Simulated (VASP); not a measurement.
Input of a VASP 6.6.1 run:

Contents of POSCAR:

```
TaN
1.0
    2.9380000000      0.0000000000      0.0000000000
   -1.4690000000      2.5443826363      0.0000000000
    0.0000000000      0.0000000000      2.8830000000
Ta N
1 1
Direct
    0.0114440000      0.0083290000      0.4832640000
    0.6525550000      0.3388060000      0.0058730000
```

INCAR.step1

```
PREC = Accurate
ENCUT = 660
ISMEAR = 0
SIGMA = 0.05
LREAL = F
LASPH = T
NELM = 120
NBANDS = 16
GGA = PE
ALGO = Normal
EDIFF = 1E-5
LWAVE = T
LCHARG = F
GGA_COMPAT = F
```

Contents of INCAR.step2:

```
PREC = Accurate
ENCUT = 660
EDIFF = 1E-6
ISMEAR = 0
SIGMA = 0.05
LREAL = F
LASPH = T
NELM = 120
ALGO = Normal
ISIF = 2
LWAVE = F
LCHARG = F
METAGGA = R2SCAN
LMIXTAU = T
NBANDS = 16
ISTART = 1
GGA_COMPAT = F
```

The input KPOINTS:

```
regular mesh
0
Gamma
  12 12 10
```

Potentials or basis: VASP PAW PBE potentials, release 64 (Ta_sv_GW, N).

Command:

```sh
$ cat potpaw_PBE.64/Ta_sv_GW/POTCAR potpaw_PBE.64/N/POTCAR > POTCAR
$ cp INCAR.step1 INCAR
$ mpirun -np 1 vasp_std > vasp.out
$ cp INCAR.step2 INCAR
$ mpirun -np 1 vasp_std > vasp.out
```

(1) What does it give for the band gap on the k mesh?

(2) What does it give for the pressure?

(3) What does it give for the largest force?

Results:

(1) zero (bands 9 and 10 overlap by 0.22 eV).

(2) 1.4 GPa.

(3) 1.381 eV/Å.

Caveat: the PAW data sets were made with another functional, which shifts forces and pressure a little; spin-orbit coupling is left out, which moves the levels of the heavy elements.
